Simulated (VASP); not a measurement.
A run of VASP 6.6.1:

Contents of POSCAR:

```
BAs
1.0
    2.8786698186      0.0000000000      0.0000000000
    0.0000000000      2.8786698186      0.0000000000
    0.0000000000      0.0000000000      2.8786698186
B As
1 1
Direct
    0.5000000000      0.5000000000      0.5000000000
    0.0000000000      0.0000000000      0.0000000000
```

The input INCAR.step1:

```
SYSTEM = BAs
  PREC = Accurate
  ENCUT = 520
  EDIFF = 1E-5
  ISMEAR = -1
  SIGMA = 0.05
  LREAL = .FALSE.
  LASPH = .TRUE.
  NELM = 80
  ALGO = Normal
  ISIF = 2
  LWAVE = .TRUE.
  LCHARG = .FALSE.
  NBANDS = 11
  GGA = PE
```

The input INCAR.step2:

```
SYSTEM = BAs
  PREC = Accurate
  ENCUT = 520
  EDIFF = 1E-6
  ISMEAR = -1
  SIGMA = 0.05
  LREAL = .FALSE.
  LASPH = .TRUE.
  NELM = 80
  ALGO = Normal
  ISIF = 2
  LWAVE = .FALSE.
  LCHARG = .FALSE.
  GGA = PE
  LHFCALC = .TRUE.
  HFSCREEN = 0.2079
  PRECFOCK = Normal
  NBANDS = 11
  ISTART = 1
```

File KPOINTS:

```
Automatic mesh
0
G
  5 5 5
  0 0 0
```

Potentials or basis: VASP PAW PBE potentials, release 64 (B, As).

The run is started by

```sh
$ cat potpaw_PBE.64/B/POTCAR potpaw_PBE.64/As/POTCAR > POTCAR
$ cp INCAR.step1 INCAR
$ mpirun -np 1 vasp_std > vasp.out
$ cp INCAR.step2 INCAR
$ mpirun -np 1 vasp_std > vasp.out
```

Hardware: 1 thread of Intel(R) Xeon(R) 6975P-C (Granite Rapids), with other jobs on the host.

Q: How long does it take, and how much memory?

A: It took 82 s on 1 thread of Intel(R) Xeon(R) 6975P-C (Granite Rapids) (shared host), peak memory 0.24 GiB. Counts: k points 10.
